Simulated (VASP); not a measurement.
A run of VASP 6.6.1 is set up as follows.

File INCAR:

```
ALGO     = Fast           # electronic algorithm
EDIFF    = 1E-7           # SCF threshold, eV
ENCUT    = 520            # plane-wave cutoff, eV
GGA      = PS             # functional
ISIF     = 2              # what is computed and relaxed
ISMEAR   = 0              # smearing method
LASPH    = T              # aspherical terms in the spheres
LCHARG   = F              # write CHGCAR
LREAL    = F              # projectors in reciprocal space
LWAVE    = F              # write WAVECAR
NBANDS   = 25             # bands
NELM     = 100            # most SCF steps
PREC     = Accurate       # precision mode
SIGMA    = 0.15           # smearing width, eV
```

File KPOINTS:

```
k-points
0
Gamma
  18 18 18
```

POSCAR

```
AlRu
1.0
   -2.9764078218      0.0000000000     -2.9764078218
    0.0000000000     -2.9764078218     -2.9764078218
   -2.9764078218     -2.9764078218      0.0000000000
Al Ru
2 2
Direct
    0.0335975464     -0.0335975464     -0.0335975464
    0.4664024536      0.5335975464      0.5335975464
    0.2500000000      0.2500000000      0.2500000000
    0.7500000000      0.7500000000      0.7500000000
```

Potentials or basis: VASP PAW PBE potentials, release 64 (Al, Ru_pv).

Launch:

```sh
$ cat potpaw_PBE.64/Al/POTCAR potpaw_PBE.64/Ru_pv/POTCAR > POTCAR
$ mpirun -np 1 vasp_std > vasp.out
```

**Question.** What does it give for the band gap on the k mesh?

**Answer.** Zero (bands 17 and 18 overlap by 2.56 eV).

**Question.** Predict the largest force.

**Answer.** 2.645 eV/Å.

**Question.** Estimate the pressure.

**Answer.** 4.0 GPa.

Stress tensor (GPa, compression positive):
```
3.50 0.00 0.00
0.00 5.08 0.00
0.00 0.00 3.50
```

Caveat: the cell differs from its parent crystal (atoms displaced along a vibrational mode); the cell stands under pressure; the PAW data sets were made with another functional, which shifts forces and pressure a little.
